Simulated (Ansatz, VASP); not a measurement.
**Two plane-wave programs on SnO2**

```
CELL_PARAMETERS angstrom
4.92752 0.00000 0.00000
0.00000 4.92752 0.00000
0.00000 0.00000 3.18650
ATOMIC_POSITIONS crystal
Sn 0.50000 0.50000 0.50000
Sn 0.00000 0.00000 0.00000
O 0.80710 0.19290 0.50000
O 0.69290 0.69290 0.00000
O 0.19290 0.80710 0.50000
O 0.30710 0.30710 0.00000
```

Alike in both runs: task relaxation of the atoms; functional PBEsol; k mesh 5 × 5 × 7; occupations fermi-dirac, width 0.05 eV; no spin polarisation.

|  | VASP | Ansatz |
| --- | --- | --- |
| version | VASP 6.6.1 | Ansatz 0.2.0 |
| potentials or method | VASP PAW PBE potentials, release 64 (Sn_d, O) | Ansatz PAW |
| plane-wave cutoff (eV) | 520 | 420 |
| valence electrons in the cell | 52 | 52 |

Ansatz gave:

```
gap on the k mesh at the Fermi level, each at its own relaxed structure (eV) : 0.51
```

Question: Which values does VASP return?

Answer: gap on the k mesh at the Fermi level, each at its own relaxed structure (eV): 0.50.

VASP's potentials were made for PBE, not for PBEsol.

Noted on Ansatz's run: odd divisions of the mesh miss points on the zone boundary, where band edges often lie, so the gap on the mesh can be too wide.
